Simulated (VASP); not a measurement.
# AlNi (P4/mmm) in VASP: further runs

Runs on AlNi. Level: PBE. Tasks: single point.

All numbers are computed with VASP 6.6.1; they aren't measurements. Logs are shortened: lines on timing, memory, paths and dates and some standing lists are left out, and cuts for length are marked.

## Step 1: The cell of the first run

Symmetry: P4/mmm, No. 123, tetragonal system. Conventional cell: a = 2.889 Å, b = 2.889 Å, c = 2.978 Å, α = 90.00°, β = 90.00°, γ = 90.00°. Within 3.3 Å of Al (site symmetry 4/mmm) lie 8 Ni at 2.53 Å and 6 Al at 2.89 to 2.98 Å. Ni (site symmetry 4/mmm) has 8 Al at 2.53 Å and 6 Ni at 2.89 to 2.98 Å within 3.3 Å.

## Step 2: Single point, PBE

File INCAR:

```
SYSTEM = AlNi
ALGO     = Fast           ! electronic algorithm
EDIFF    = 1E-6           ! SCF threshold, eV
ENCUT    = 520            ! plane-wave cutoff, eV
GGA      = PE             ! functional
ISIF     = 2              ! what is computed and relaxed
ISMEAR   = 0              ! smearing method
LASPH    = .TRUE.         ! aspherical terms in the spheres
LCHARG   = .FALSE.        ! write CHGCAR
LREAL    = .FALSE.        ! projectors in reciprocal space
LWAVE    = .FALSE.        ! write WAVECAR
NBANDS   = 14             ! bands
NELM     = 100            ! most SCF steps
PREC     = Accurate       ! precision mode
SIGMA    = 0.15           ! smearing width, eV
```

File KPOINTS:

```
k-points
0
G
  16 16 16
  0 0 0
```

File POSCAR:

```
AlNi
1.0
    2.0426321469     -2.0425983450      0.0000000000
    2.0426321469      2.0425983450      0.0000000000
    0.0000000000      0.0000000000      2.9778000000
Al Ni
1 1
Direct
    0.0000000000      0.0000000000      0.0000000000
    0.5000000000      0.5000000000      0.5000000000
```

Potentials or basis: VASP PAW PBE potentials, release 64 (Al, Ni).

Run with:

```
> cat potpaw_PBE.64/Al/POTCAR potpaw_PBE.64/Ni/POTCAR > POTCAR
> mpirun -np 1 vasp_std > vasp.out
```

OUTCAR:

```text
SYSTEM = AlNi
   EDIFF = 1E-6
   ENCUT = 520
   GGA = PE
   ISIF = 2
   ISMEAR = 0
   LASPH = .TRUE.
   LREAL = .FALSE.
   NELM = 100
   PREC = Accurate

 ion  position               nearest neighbor table
   1  0.000  0.000  0.000-   2 2.53   2 2.53   2 2.53   2 2.53   2 2.53   2 2.53   2 2.53   2 2.53

   2  0.500  0.500  0.500-   1 2.53   1 2.53   1 2.53   1 2.53   1 2.53   1 2.53   1 2.53   1 2.53

  LATTYP: Found a base centered orthorhombic cell.
 ALAT       =     4.0851966900
 B/A-ratio  =     1.0000165485
 C/A-ratio  =     0.7289245111

  Lattice vectors:

 A1 = (  -2.0426321469,  -2.0425983450,   0.0000000000)
 A2 = (   2.0426321469,  -2.0425983450,   0.0000000000)
 A3 = (   0.0000000000,   0.0000000000,   2.9778000000)

Analysis of symmetry for initial positions (statically):
=====================================================================
 Subroutine PRICEL returns:
 Original cell was already a primitive cell.

 Routine SETGRP: Setting up the symmetry group for a
 base centered orthorhombic supercell.

 Subroutine GETGRP returns: Found  8 space group operations
 (whereof  8 operations were pure point group operations)
 out of a pool of  8 trial point group operations.

The static configuration has the point symmetry D_2h.

Analysis of symmetry for dynamics (positions and initial velocities):
=====================================================================
 Subroutine PRICEL returns:
 Original cell was already a primitive cell.

 Routine SETGRP: Setting up the symmetry group for a
 base centered orthorhombic supercell.

 Subroutine GETGRP returns: Found  8 space group operations
 (whereof  8 operations were pure point group operations)
 out of a pool of  8 trial point group operations.

The dynamic configuration has the point symmetry D_2h.

 Subroutine INISYM returns: Found  8 space group operations
 (whereof  8 operations are pure point group operations),
 and found     1 'primitive' translations

----------------------------------------------------------------------------------------

                                     Primitive cell

  volume of cell :      24.8484

  direct lattice vectors                    reciprocal lattice vectors
     2.042632147 -2.042598345  0.000000000     0.244782205 -0.244786255  0.000000000
     2.042632147  2.042598345  0.000000000     0.244782205  0.244786255  0.000000000
     0.000000000  0.000000000  2.977800000     0.000000000  0.000000000  0.335818389

  length of vectors
     2.888694184  2.888694184  2.977800000     0.346177178  0.346177178  0.335818389

  position of ions in fractional coordinates (direct lattice)
     0.000000000  0.000000000  0.000000000
     0.500000000  0.500000000  0.500000000
[... 87 lines left out ...]
   PSTRESS=    0.0 pullay stress
   NELECT =      13.0000    total number of electrons
   NUPDOWN=      -1.0000    fix difference up-down
   EMIN   =  10.00;   EMAX   =-10.00  energy-range for DOS
   EFERMI =   0.00;   METHOD = LEGACY
   ISMEAR =     0;   SIGMA  =   0.15  broadening in eV -4-tet -1-fermi 0-gaus
   EFERMI_NEDOS =   21; number of points for ismear=-14 and -15
   IALGO  =     68    algorithm
   IMIX   =      4    mixing-type and parameters
     AMIX     =   0.40;   BMIX     =  1.00
     AMIX_MAG =   1.60;   BMIX_MAG =  1.00
  volume/ion in A,a.u.               =      12.42        83.84
  Fermi-wavevector in a.u.,A,eV,Ry     =   1.319136  2.492806 23.675784  1.740121
  Thomas-Fermi vector in A             =   2.449056
   LORBIT       =      0    0 simple, 1 ext, 2 COOP (PROOUT), +10 PAW based schemes
   GGA     = PE    functional components
   LHFCALC =     F    Hartree Fock is set to
   AEXX    =    0.0000 exact exchange contribution
   IVDW    =     0    specifies the selected vdW correction
   LEPSILON=     F    determine dielectric tensor
   LRPA    =     F    only Hartree local field effects (RPA)
 non-spin polarized calculation
 RMM-DIIS sequential band-by-band and
 Gauss-broadening in eV      SIGMA  =   0.15
  energy-cutoff  :      520.00
  volume of cell :       24.85
 maximum number of plane-waves:       699
 NGX is ok and might be reduce to    24
   NGX = 11   NGY = 11   NGZ = 11

 number of electron      13.0000001 magnetization

 Free energy of the ion-electron system (eV)
  ---------------------------------------------------
  ext. energy  EPLUGINS =         0.00000000
  ---------------------------------------------------
  free energy    TOTEN  =       -10.53284030 eV

  energy without entropy =      -10.52345529  energy(sigma->0) =      -10.52814779

 E-fermi :   9.5285     XC(G=0): -11.8651

 val. band max:        9.5261034557   @ k =   0.4375   0.2500   0.3125
 cond. band min:       9.5324372231   @ k =  -0.4375   0.3125   0.2500
 fundamental gap:      0.0063337674
 Fermi energy:         9.5285149290

 k-point     1 :       0.0000    0.0000    0.0000
  band No.  band energies     occupation
      1      -1.3339      2.00000
      2       6.4664      2.00000
      3       6.4953      2.00000
      4       8.0416      2.00000
      5       8.0417      2.00000
      6       8.1191      2.00000
      7      14.1788      0.00000
      8      15.2218      0.00000
      9      15.2219      0.00000
     10      17.3609      0.00000
     11      17.6512      0.00000
     12      22.6411      0.00000
     13      29.7972      0.00000
     14      29.8380      0.00000
[... 377 lines left out ...]
      1      -1.1910      2.00000
      2       6.4914      2.00000
      3       6.5000      2.00000
      4       8.0002      2.00000
      5       8.0209      2.00000
      6       8.0585      2.00000
      7      14.3123      0.00000
      8      14.3742      0.00000
      9      14.6665      0.00000
     10      17.6825      0.00000
     11      18.7952      0.00000
     12      23.1955      0.00000
     13      28.7188      0.00000
     14      28.8948      0.00000

 [... further k-points ...]
[... 5 lines left out ...]
  --------------------------------------------------------------------------------------
  -------------------------------------------------------------------------------------
  Total       -0.5261401     -0.5256103     -0.8184695      0.0000000      0.0000000      0.0000000
  in kB      -33.9244884    -33.8903283    -52.7733207      0.0000000      0.0000000      0.0000000
  external PRESSURE =     -40.1960458 kB  Pullay stress =       0.0000000 kB

 VOLUME and BASIS-vectors are now :
 -----------------------------------------------------------------------------
  energy-cutoff  :      520.00
  volume of cell :       24.85
      direct lattice vectors                 reciprocal lattice vectors
     2.042632147 -2.042598345  0.000000000     0.244782205 -0.244786255  0.000000000
     2.042632147  2.042598345  0.000000000     0.244782205  0.244786255  0.000000000
     0.000000000  0.000000000  2.977800000     0.000000000  0.000000000  0.335818389

 POSITION                                       TOTAL-FORCE (eV/Angst)
 -----------------------------------------------------------------------------------
      0.00000      0.00000      0.00000         0.000000      0.000000      0.000000
      2.04263      0.00000      1.48890        -0.000000      0.000000      0.000000
 -----------------------------------------------------------------------------------
    total drift:                                0.000000     -0.000000     -0.000000

  FREE ENERGIE OF THE ION-ELECTRON SYSTEM (eV)
  ---------------------------------------------------
  free  energy   TOTEN  =       -10.5328402998 eV

  energy  without entropy=      -10.5234552901  energy(sigma->0) =      -10.52814779
```

Wall time 99 s (1 thread of Intel Xeon Platinum 8488C (Sapphire Rapids), shared host); peak memory 0.33 GiB.

Results:

| Property | Result |
| --- | --- |
| Free energy | -10.5328 eV |
| Pressure | -4.0 GPa |
| Band gap on the k mesh | zero (an odd number of electrons rules out a gap without spin polarisation) |

Stress tensor (GPa, compression positive):
```
-3.39  0.00  0.00
 0.00 -3.39  0.00
 0.00  0.00 -5.28
```

Caveat: the cell stands under tension.

## Step 3: Single point, PBE

This run uses another cell than the first one, of 12.51 Å³/atom.

File INCAR:

```
SYSTEM = AlNi
PREC = Accurate ; ENCUT = 520
EDIFF = 1E-6 ; ISMEAR = 0
SIGMA = 0.15 ; LREAL = .False.
LASPH = .True. ; NELM = 80
ALGO = Fast ; ISIF = 2
LWAVE = .False. ; LCHARG = .False.
GGA = PE ; NBANDS = 14
```

File KPOINTS:

```
regular mesh
0
Gamma
  16 16 16
  0 0 0
```

File POSCAR:

```
AlNi
1.0
    2.0766483773     -2.0766140125      0.0000000000
    2.0766483773      2.0766140125      0.0000000000
    0.0000000000      0.0000000000      2.9004437058
Al Ni
1 1
Direct
    0.0000000000      0.0000000000      0.0000000000
    0.5000000000      0.5000000000      0.5000000000
```

Potentials or basis: VASP PAW PBE potentials, release 64 (Al, Ni).

Run with:

```
> cat potpaw_PBE.64/Al/POTCAR potpaw_PBE.64/Ni/POTCAR > POTCAR
> mpirun -np 1 vasp_std > vasp.out
```

OUTCAR:

```text
SYSTEM = AlNi
   PREC = Accurate
   ENCUT = 520
   EDIFF = 1E-6
   ISMEAR = 0
   LREAL = .False.
   LASPH = .True.
   NELM = 80
   ISIF = 2
   GGA = PE

 ion  position               nearest neighbor table
   1  0.000  0.000  0.000-   2 2.53   2 2.53   2 2.53   2 2.53   2 2.53   2 2.53   2 2.53   2 2.53

   2  0.500  0.500  0.500-   1 2.53   1 2.53   1 2.53   1 2.53   1 2.53   1 2.53   1 2.53   1 2.53

  LATTYP: Found a base centered orthorhombic cell.
 ALAT       =     4.1532280250
 B/A-ratio  =     1.0000165485
 C/A-ratio  =     0.6983588882

  Lattice vectors:

[... 590 lines left out ...]
     11      18.3875      0.00000
     12      22.8595      0.00000
     13      27.9034      0.00000
     14      29.1302      0.00000

 [... further k-points ...]
[... 5 lines left out ...]
  --------------------------------------------------------------------------------------
  -------------------------------------------------------------------------------------
  Total       -0.8202263     -0.8196876     -0.6738478      0.0000000      0.0000000      0.0000000
  in kB      -52.5328674    -52.4983616    -43.1577929      0.0000000      0.0000000      0.0000000
  external PRESSURE =     -49.3963406 kB  Pullay stress =       0.0000000 kB

 VOLUME and BASIS-vectors are now :
 -----------------------------------------------------------------------------
  energy-cutoff  :      520.00
  volume of cell :       25.02
      direct lattice vectors                 reciprocal lattice vectors
     2.076648377 -2.076614012  0.000000000     0.240772586 -0.240776570  0.000000000
     2.076648377  2.076614012  0.000000000     0.240772586  0.240776570  0.000000000
     0.000000000  0.000000000  2.900443706     0.000000000  0.000000000  0.344774835

 POSITION                                       TOTAL-FORCE (eV/Angst)
 -----------------------------------------------------------------------------------
      0.00000      0.00000      0.00000        -0.000000      0.000000      0.000000
      2.07665      0.00000      1.45022         0.000000     -0.000000      0.000000
 -----------------------------------------------------------------------------------
    total drift:                                0.000000     -0.000000     -0.000000

  FREE ENERGIE OF THE ION-ELECTRON SYSTEM (eV)
  ---------------------------------------------------
  free  energy   TOTEN  =       -10.5307940066 eV

  energy  without entropy=      -10.5215962479  energy(sigma->0) =      -10.52619513
```

stdout:

```text
POSCAR found type information on POSCAR AlNi
 POSCAR found :  2 types and       2 ions
 scaLAPACK will be used
 LDA part: xc-table for (Slater+PW92), standard interpolation
 POSCAR, INCAR and KPOINTS ok, starting setup
 FFT: planning ... GRIDC
 FFT: planning ... GRID_SOFT
 FFT: planning ... GRID
 WAVECAR not read
 entering main loop
WARNING in EDDRMM: call to ZHEGV failed, returncode =   6  3     14
```

Wall time 1.9 min (1 thread of Intel Xeon Platinum 8488C (Sapphire Rapids), shared host); peak memory 0.34 GiB.

What came out:

- Free energy: -10.5308 eV
- Pressure: -4.9 GPa
- Band gap on the k mesh: zero (an odd number of electrons rules out a gap without spin polarisation)

Stress tensor (GPa, compression positive):
```
-5.25  0.00  0.00
 0.00 -5.25  0.00
 0.00  0.00 -4.32
```

Caveat: the cell stands under tension. Spin polarisation is off, so any magnetic state and its effect on volume and gap are missing.

## Step 4: Single point, PBE

This run uses another cell than the first one, of 12.58 Å³/atom.

File INCAR:

```
SYSTEM = AlNi
  PREC = Accurate
  ENCUT = 520
  EDIFF = 1E-6
  ISMEAR = 0
  SIGMA = 0.15
  LREAL = .False.
  LASPH = .True.
  NELM = 60
  ALGO = Fast
  ISIF = 2
  LWAVE = .False.
  LCHARG = .False.
  GGA = PE
  NBANDS = 14
```

File KPOINTS:

```
Automatic mesh
0
Gamma
  16 16 16
  0 0 0
```

File POSCAR:

```
AlNi
1.0
    2.1107312062     -2.1106962774      0.0000000000
    2.1107312062      2.1106962774      0.0000000000
    0.0000000000      0.0000000000      2.8231000000
Al Ni
1 1
Direct
    0.0000000000      0.0000000000      0.0000000000
    0.5000000000      0.5000000000      0.5000000000
```

Run with:

```
> cat potpaw_PBE.64/Al/POTCAR potpaw_PBE.64/Ni/POTCAR > POTCAR
> mpirun -np 1 vasp_std > vasp.out
```

It took 1.7 min on 1 thread of Intel Xeon Platinum 8488C (Sapphire Rapids), shared host; peak memory 0.34 GiB.

The run converged. Its results:

```
Free energy            : -10.5145 eV
Pressure               : -5.5 GPa
Band gap on the k mesh : zero (an odd number of electrons rules out a gap without spin polarisation)
```

Stress tensor (GPa, compression positive):
```
-6.91  0.00  0.00
 0.00 -6.91  0.00
 0.00  0.00 -2.61
```

Levels at points of the mesh, in eV from the Fermi level:
| k point | band 3 | band 4 | band 5 | band 6 | band 7 | band 8 | band 9 | band 10 | band 11 | band 12 |
| --- | --- | --- | --- | --- | --- | --- | --- | --- | --- | --- |
| (0.00, 0.00, 0.00) | -2.99 | -1.54 | -1.39 | -1.39 | 4.65 | 4.66 | 6.62 | 7.73 | 8.01 | 13.03 |
| (0.50, 0.00, 0.00) | -2.60 | -2.21 | -1.91 | -1.32 | -0.75 | 8.11 | 9.10 | 9.69 | 10.96 | 11.31 |
| (0.50, 0.50, 0.00) | -2.98 | -2.98 | -1.79 | -1.79 | -1.03 | 1.05 | 1.92 | 12.64 | 15.50 | 15.56 |
| (0.00, 0.00, 0.50) | -2.49 | -2.20 | -2.20 | -1.43 | -0.37 | 8.24 | 9.33 | 9.33 | 10.25 | 10.25 |
| (0.50, 0.00, 0.50) | -2.77 | -2.48 | -2.04 | -1.98 | -0.93 | 1.59 | 2.38 | 11.32 | 14.08 | 14.33 |
| (0.50, 0.50, 0.50) | -3.85 | -0.99 | -0.87 | 2.03 | 2.03 | 2.12 | 3.26 | 3.84 | 4.42 | 4.42 |

Caveat: the cell stands under tension.

(Part 1 of 2 ends here.)

The gap in the log of VASP goes by the Fermi energy; the results here count the filled bands.